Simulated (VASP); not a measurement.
# Si4Se (P-3m1) in VASP: notebook

Runs on Si4Se. Level: PBE. Tasks: relaxation of cell and atoms, single point.

All numbers are computed with VASP 6.6.1; they aren't measurements. Logs are shortened: lines on timing, memory, paths and dates and some standing lists are left out, and cuts for length are marked.

### Step 1. The cell of the first run

The structure is trigonal, space group P-3m1 (No. 164). The conventional cell has a = 3.059 Å, b = 3.059 Å, c = 9.837 Å, α = 90.00°, β = 90.00°, γ = 120.00°. Si (site symmetry 3m) has 3 Se at 2.20 Å within 2.9 Å. Within 3.9 Å of Si (site symmetry 3m) lie 12 Si at 2.97 to 3.06 Å. Within 2.9 Å of Se (site symmetry -3m) lie 6 Si at 2.20 Å.

### Step 2. Relaxation of cell and atoms, PBE

Contents of INCAR:

```
SYSTEM = Si4Se
PREC = Accurate
ENCUT = 600
EDIFF = 1E-7
ISMEAR = 0
SIGMA = 0.1
LREAL = .False.
LASPH = .True.
NELM = 80
ALGO = Normal
ISIF = 3
LWAVE = .False.
LCHARG = .False.
GGA = PE
IBRION = 2
NSW = 90
EDIFFG = -0.04
```

Contents of KPOINTS:

```
Automatic mesh
0
Gamma
  6 6 2
  0 0 0
```

Contents of POSCAR:

```
Si4Se
1.0
    3.0592273900      0.0000000000      0.0000000000
   -1.5296137000      2.6493686400      0.0000000000
    0.0000000000      0.0000000000      9.8368887200
Si Se
4 1
Direct
    0.3333333300      0.6666666700      0.8658552800
    0.3333333300      0.6666666700      0.3767953500
    0.6666666700      0.3333333300      0.1341447200
    0.6666666700      0.3333333300      0.6232046500
    0.0000000000      0.0000000000      0.0000000000
```

Potentials or basis: VASP PAW PBE potentials, release 64 (Si, Se).

Launch:

```sh
$ cat potpaw_PBE.64/Si/POTCAR potpaw_PBE.64/Se/POTCAR > POTCAR
$ mpirun -np 1 vasp_std > vasp.out
```

OUTCAR:

```text
SYSTEM = Si4Se
   PREC = Accurate
   ENCUT = 600
   EDIFF = 1E-7
   ISMEAR = 0
   LREAL = .False.
   LASPH = .True.
   NELM = 80
   ISIF = 3
   GGA = PE
   IBRION = 2
   NSW = 90
   EDIFFG = -0.04

 ion  position               nearest neighbor table
   1  0.333  0.667  0.866-   5 2.20   5 2.20   5 2.20   4 2.97   4 2.97   4 2.97
   2  0.333  0.667  0.377-   3 2.97   3 2.97   3 2.97   4 3.00   4 3.00   4 3.00
   3  0.667  0.333  0.134-   5 2.20   5 2.20   5 2.20   2 2.97   2 2.97   2 2.97
   4  0.667  0.333  0.623-   1 2.97   1 2.97   1 2.97   2 3.00   2 3.00   2 3.00
   5  0.000  0.000  0.000-   1 2.20   3 2.20   3 2.20   1 2.20   3 2.20   1 2.20

  LATTYP: Found a hexagonal cell.
 ALAT       =     3.0592273900
 C/A-ratio  =     3.2154813834

  Lattice vectors:

 A1 = (   3.0592273900,   0.0000000000,   0.0000000000)
 A2 = (  -1.5296137000,   2.6493686400,   0.0000000000)
 A3 = (   0.0000000000,   0.0000000000,   9.8368887200)

Analysis of symmetry for initial positions (statically):
=====================================================================
 Subroutine PRICEL returns:
 Original cell was already a primitive cell.

 Routine SETGRP: Setting up the symmetry group for a
 hexagonal supercell.

 Subroutine GETGRP returns: Found 12 space group operations
 (whereof 12 operations were pure point group operations)
 out of a pool of 24 trial point group operations.

The static configuration has the point symmetry D_3d.

Analysis of symmetry for dynamics (positions and initial velocities):
=====================================================================
 Subroutine PRICEL returns:
 Original cell was already a primitive cell.

 Routine SETGRP: Setting up the symmetry group for a
 hexagonal supercell.

 Subroutine GETGRP returns: Found 12 space group operations
 (whereof 12 operations were pure point group operations)
 out of a pool of 24 trial point group operations.

The dynamic configuration has the point symmetry D_3d.

 Subroutine INISYM returns: Found 12 space group operations
 (whereof 12 operations are pure point group operations),
 and found     1 'primitive' translations

----------------------------------------------------------------------------------------

                                     Primitive cell

  volume of cell :      79.7282

  direct lattice vectors                    reciprocal lattice vectors
     3.059227390  0.000000000  0.000000000     0.326879919  0.188724209  0.000000000
    -1.529613700  2.649368640  0.000000000     0.000000000  0.377448417  0.000000000
     0.000000000  0.000000000  9.836888720     0.000000000  0.000000000  0.101658159

  length of vectors
     3.059227390  3.059227396  9.836888720     0.377448418  0.377448417  0.101658159

  position of ions in fractional coordinates (direct lattice)
     0.333333330  0.666666670  0.865855280
     0.333333330  0.666666670  0.376795350
     0.666666670  0.333333330  0.134144720
     0.666666670  0.333333330  0.623204650
     0.000000000  0.000000000  0.000000000

  ion indices of the primitive-cell ions
   primitive index   ion index
                 1           1
                 2           2
                 3           3
                 4           4
                 5           5

----------------------------------------------------------------------------------------

 KPOINTS: Automatic mesh

Automatic generation of k-mesh.
 Grid dimensions read from file:
 generate k-points for:    6    6    2

 Generating k-lattice:

  Cartesian coordinates                     Fractional coordinates (reciprocal lattice)
     0.054479986  0.031454035  0.000000000     0.166666667  0.000000000  0.000000000
     0.000000000  0.062908070  0.000000000     0.000000000  0.166666667  0.000000000
     0.000000000  0.000000000  0.050829080     0.000000000  0.000000000  0.500000000

  Length of vectors
     0.062908070  0.062908070  0.050829080

  Shift w.r.t. Gamma in fractional coordinates (k-lattice)
     0.000000000  0.000000000  0.000000000

 Subroutine IBZKPT returns following result:
 ===========================================

 Found     14 irreducible k-points:

 Following reciprocal coordinates:
            Coordinates               Weight
  0.000000  0.000000  0.000000      1.000000
  0.166667  0.000000  0.000000      6.000000
  0.333333 -0.000000  0.000000      6.000000
  0.500000 -0.000000  0.000000      3.000000
  0.166667  0.166667  0.000000      6.000000
  0.333333  0.166667  0.000000     12.000000
  0.333333  0.333333  0.000000      2.000000
  0.000000  0.000000  0.500000      1.000000
  0.166667  0.000000  0.500000      6.000000
  0.333333 -0.000000  0.500000      6.000000
  0.500000 -0.000000  0.500000      3.000000
  0.166667  0.166667  0.500000      6.000000
  0.333333  0.166667  0.500000     12.000000
  0.333333  0.333333  0.500000      2.000000
   k-points           NKPTS =     14   k-points in BZ     NKDIM =     14   number of bands    NBANDS=     15
   number of dos      NEDOS =    301   number of ions     NIONS =      5
   total plane-waves  NPLWV =  46080
   dimension x,y,z NGX =    24 NGY =   24 NGZ =   80
   dimension x,y,z NGXF=    48 NGYF=   48 NGZF=  160
   ions per type =               4   1
   NGX,Y,Z   is equivalent  to a cutoff of  13.04, 13.04, 13.52 a.u.
   NGXF,Y,Z  is equivalent  to a cutoff of  26.08, 26.08, 27.04 a.u.
 SYSTEM =  Si4Se
   PREC   = accura    normal or accurate (medium, high low for compatibility)
   ISTART =      0    job   : 0-new  1-cont  2-samecut
   ICHARG =      2    charge: 1-file 2-atom 10-const
   ISPIN  =      1    spin polarized calculation?
   LNONCOLLINEAR =      F non collinear calculations
   LSORBIT =      F    spin-orbit coupling
   LASPH  =      T    aspherical Exc in radial PAW
   ENCUT  =  600.0 eV  44.10 Ry    6.64 a.u.   6.11  6.11 19.65*2*pi/ulx,y,z
   NELM   =     80;   NELMIN=  2; NELMDL= -5     # of ELM steps
   EDIFF  = 0.1E-06   stopping-criterion for ELM
   LREAL  =      F    real-space projection
   EDIFFG = -.4E-01   stopping-criterion for IOM
   NSW    =     90    number of steps for IOM
   IBRION =      2    ionic relax: 0-MD 1-quasi-New 2-CG
   NFREE  =      1    steps in history (QN), initial steepest desc. (CG)
   ISIF   =      3    stress and relaxation
   ISYM   =      2    0-nonsym 1-usesym 2-fastsym
   POTIM  = 0.5000    time-step for ionic-motion
   TEBEG  =    0.0;   TEEND  =   0.0 temperature during run
   PSTRESS=    0.0 pullay stress
   NELECT =      22.0000    total number of electrons
   NUPDOWN=      -1.0000    fix difference up-down
   EMIN   =  10.00;   EMAX   =-10.00  energy-range for DOS
   EFERMI =   0.00;   METHOD = LEGACY
   ISMEAR =     0;   SIGMA  =   0.10  broadening in eV -4-tet -1-fermi 0-gaus
   EFERMI_NEDOS =   21; number of points for ismear=-14 and -15
   IALGO  =     38    algorithm
   IMIX   =      4    mixing-type and parameters
     AMIX     =   0.40;   BMIX     =  1.00
     AMIX_MAG =   1.60;   BMIX_MAG =  1.00
  volume/ion in A,a.u.               =      15.95       107.61
  Fermi-wavevector in a.u.,A,eV,Ry     =   1.065807  2.014083 15.455454  1.135944
  Thomas-Fermi vector in A             =   2.201370
   LORBIT       =      0    0 simple, 1 ext, 2 COOP (PROOUT), +10 PAW based schemes
   GGA     = PE    functional components
   LHFCALC =     F    Hartree Fock is set to
   AEXX    =    0.0000 exact exchange contribution
   IVDW    =     0    specifies the selected vdW correction
   LEPSILON=     F    determine dielectric tensor
   LRPA    =     F    only Hartree local field effects (RPA)
 conjugate gradient relaxation of ions
 non-spin polarized calculation
 Gauss-broadening in eV      SIGMA  =   0.10
  energy-cutoff  :      600.00
  volume of cell :       79.73
 maximum number of plane-waves:      2700
   NGX = 13   NGY = 13   NGZ = 39

--------------------------------------- Ionic step        1  -------------------------------------------

 number of electron      22.0000001 magnetization

 Free energy of the ion-electron system (eV)
  ---------------------------------------------------
  ext. energy  EPLUGINS =         0.00000000
  ---------------------------------------------------
  free energy    TOTEN  =       -17.71558280 eV

  energy without entropy =      -17.69589691  energy(sigma->0) =      -17.70573985

------------------------ aborting loop because EDIFF is reached ----------------------------------------

  FORCE on cell =-STRESS in cart. coord.  units (eV):
  Direction    XX          YY          ZZ          XY          YZ          ZX
  --------------------------------------------------------------------------------------
  -------------------------------------------------------------------------------------
  Total       15.5669574     15.5669574     13.9340869     -0.0000000     -0.0000000     -0.0000000
  in kB      312.8256895    312.8256905    280.0123518     -0.0000006     -0.0000000     -0.0000000
  external PRESSURE =     301.8879106 kB  Pullay stress =       0.0000000 kB
[... 604 lines left out ...]
 k-point    14 :       0.3333    0.3333    0.5000
  band No.  band energies     occupation
      1      -7.7906      2.00000
      2      -1.9983      2.00000
      3      -1.9983      2.00000
      4       0.2956      2.00000
      5       0.2956      2.00000
      6       0.3206      2.00000
      7       1.9008      2.00000
      8       1.9008      2.00000
      9       3.5066      2.00000
     10       3.5066      2.00000
     11       3.8322      2.00000
     12       4.1485      2.00000
     13       7.2011      0.00000
     14       7.2011      0.00000
     15       7.5017      0.00000

[... ionic steps 4 to 24 ...]

--------------------------------------- Ionic step       25  -------------------------------------------

 number of electron      21.9999998 magnetization

------------------------ aborting loop because EDIFF is reached ----------------------------------------

  FORCE on cell =-STRESS in cart. coord.  units (eV):
  Direction    XX          YY          ZZ          XY          YZ          ZX
  --------------------------------------------------------------------------------------
  -------------------------------------------------------------------------------------
  Total        0.0358636      0.0358636      0.1910304     -0.0000000      0.0000000      0.0000000
  in kB        0.6570664      0.6570664      3.4999134     -0.0000000      0.0000000      0.0000000
  external PRESSURE =       1.6046821 kB  Pullay stress =       0.0000000 kB
[... 63 lines left out ...]
  energy  without entropy=      -23.9250003436  energy(sigma->0) =      -23.92890959

--------------------------------------- Ionic step       27  -------------------------------------------

 number of electron      21.9999998 magnetization

 Free energy of the ion-electron system (eV)
  ---------------------------------------------------
  ext. energy  EPLUGINS =         0.00000000
  ---------------------------------------------------
  free energy    TOTEN  =       -23.93321290 eV

  energy without entropy =      -23.92580664  energy(sigma->0) =      -23.92950977

 E-fermi :   7.4128     XC(G=0): -10.4032

 val. band max:        7.3990954999   @ k =   0.3333   0.3333   0.0000
 cond. band min:       7.4437037663   @ k =   0.5000  -0.0000   0.0000
 fundamental gap:      0.0446082664
 Fermi energy:         7.4127811783

 k-point     1 :       0.0000    0.0000    0.0000
  band No.  band energies     occupation
      1      -7.4125      2.00000
      2      -4.7567      2.00000
      3      -3.3665      2.00000
      4       2.4466      2.00000
      5       2.8893      2.00000
      6       6.0420      2.00000
      7       6.0420      2.00000
      8       6.7581      2.00000
      9       6.7581      2.00000
     10       8.8830      0.00000
     11       8.8830      0.00000
     12       9.0076      0.00000
[... 267 lines left out ...]
  FREE ENERGIE OF THE ION-ELECTRON SYSTEM (eV)
  ---------------------------------------------------
  free  energy   TOTEN  =       -23.9332129040 eV

  energy  without entropy=      -23.9258066434  energy(sigma->0) =      -23.92950977

 reached required accuracy - stopping structural energy minimisation
```

It took 14 min on 1 thread of AMD EPYC 7R13, shared host; peak memory 0.19 GiB.

What came out:

```yaml
Free_energy: -23.9332 eV
Relaxed_volume: 17.55 Å³/atom
Relaxed_cell: a = 3.619 Å, b = 3.619 Å, c = 7.737 Å, α = 90.00°, β = 90.00°, γ = 120.00°
Space_group_after_relaxing_to_0.05_Å: P-3m1 (No. 164)
Energy_gained_by_relaxing: 1243.5 meV/atom
Ionic_steps: 27
Pressure_after_relaxing: -0.1 GPa
Largest_force_after_relaxing: 0.027 eV/Å
Band_gap_on_the_k_mesh: zero (band 11 reaches 8.88 eV, above the bottom of band 12 at 4.84 eV)
```

Forces in eV/Å, atoms in the order of the input:
```
Si   0.000  0.000 -0.009
Si   0.000  0.000 -0.027
Si   0.000  0.000  0.009
Si   0.000  0.000  0.027
Se   0.000  0.000  0.000
```

Stress tensor (GPa, compression positive):
```
-0.06  0.00  0.00
 0.00 -0.06  0.00
 0.00  0.00 -0.25
```

The path:
```
step  energy change (eV)  largest force (eV/Å)  pressure (GPa)  volume (Å³)
   1              0.0000                8.1651           30.19        79.73
   2             -2.8633                0.4694          -11.25       119.66
   3             -3.5628                1.4662           -5.56       103.54
   4             -3.5655                1.5739           -5.12       102.81
   5             -3.5652                1.6557           -4.78       102.28
   6             -4.0204                1.5098           -3.20        95.85
   7             -4.4295                1.3223           10.83        78.11
   8             -4.5437                0.9453            1.90        85.62
   9             -4.5800                0.7305            3.82        83.37
  10             -4.9430                1.0196            2.61        84.64
  11             -5.0315                1.0093            2.62        85.19
  12             -5.3546                1.1884            3.18        86.05
  13             -5.7519                1.2834            5.78        86.84
  14             -5.8872                0.8161           -1.50        93.29
  15             -5.9212                0.9209            0.49        91.18
  16             -5.9891                0.7736            0.01        90.92
  17             -6.1304                0.6344           -1.16        90.10
  18             -5.9049                1.1727           -1.39        88.36
  19             -6.1375                0.5235           -1.64        89.71
  20             -6.1418                0.5636           -1.51        89.86
  21             -6.1866                0.4027            0.59        87.15
  22             -6.1878                0.3648            1.04        86.66
  23             -6.2112                0.2024            0.08        87.51
  24             -6.2138                0.1525           -0.31        87.91
  25             -6.2172                0.0486            0.16        87.45
  26             -6.2172                0.0373            0.25        87.37
  27             -6.2176                0.0266           -0.12        87.74
```

Final structure:
```yaml
crystal:
  lattice:
    - [3.61879, 0.00000, 0.00000]
    - [-1.80940, 3.13397, 0.00000]
    - [0.00000, 0.00000, 7.73684]
  atoms:
    - { symbol: Si, position: [0.33333, 0.66667, 0.77233] }
    - { symbol: Si, position: [0.33333, 0.66667, 0.40056] }
    - { symbol: Si, position: [0.66667, 0.33333, 0.22767] }
    - { symbol: Si, position: [0.66667, 0.33333, 0.59944] }
    - { symbol: Se, position: [0.00000, 0.00000, 0.00000] }
```

Caveat: the k points lie up to 0.41 Å⁻¹ apart in the final cell.

[end of part 1 of 2]
